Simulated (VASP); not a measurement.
Crystal: C.

```xyz
2
Lattice="0.0000 1.7834 1.7834 1.7834 0.0000 1.7834 1.7834 1.7834 0.0000" Properties=species:S:1:pos:R:3 pbc="T T T"
C     1.7834    1.7834    1.7834
C     2.6751    2.6751    2.6751
```

- Program: VASP 6.6.1
- Task: relaxation of cell and atoms
- Functional: RPBE
- Potentials or basis: VASP PAW PBE potentials, release 64 (C)
- Cutoff: 600 eV
- k mesh: 12 × 12 × 12
- Occupations: gaussian, width 0.02 eV
- Spin: no spin polarisation

At the start: pressure 7.7 GPa; volume 5.67 Å³/atom.

Question: Where does the relaxation end?

Answer: Over 3 steps the energy falls by 2.4 meV/atom and the volume is 5.77 Å³/atom (+1.8 %); space group Fd-3m (No. 227, to 0.1 Å) before and after.

The path:
| step | energy change (eV) | largest force (eV/Å) | pressure (GPa) | volume (Å³) |
| --- | --- | --- | --- | --- |
| 1 | 0.0000 | 0.0000 | 7.72 | 11.34 |
| 2 | 0.0020 | 0.0000 | -8.60 | 11.80 |
| 3 | -0.0048 | 0.0000 | -0.02 | 11.55 |

Final structure:
```
C
1.0
     0.00000    1.79408    1.79408
     1.79408    0.00000    1.79408
     1.79408    1.79408    0.00000
C
2
Direct
  0.50000 0.50000 0.50000
  0.75000 0.75000 0.75000
```

Caveat: the PAW data sets were made with another functional, which shifts forces and pressure a little.
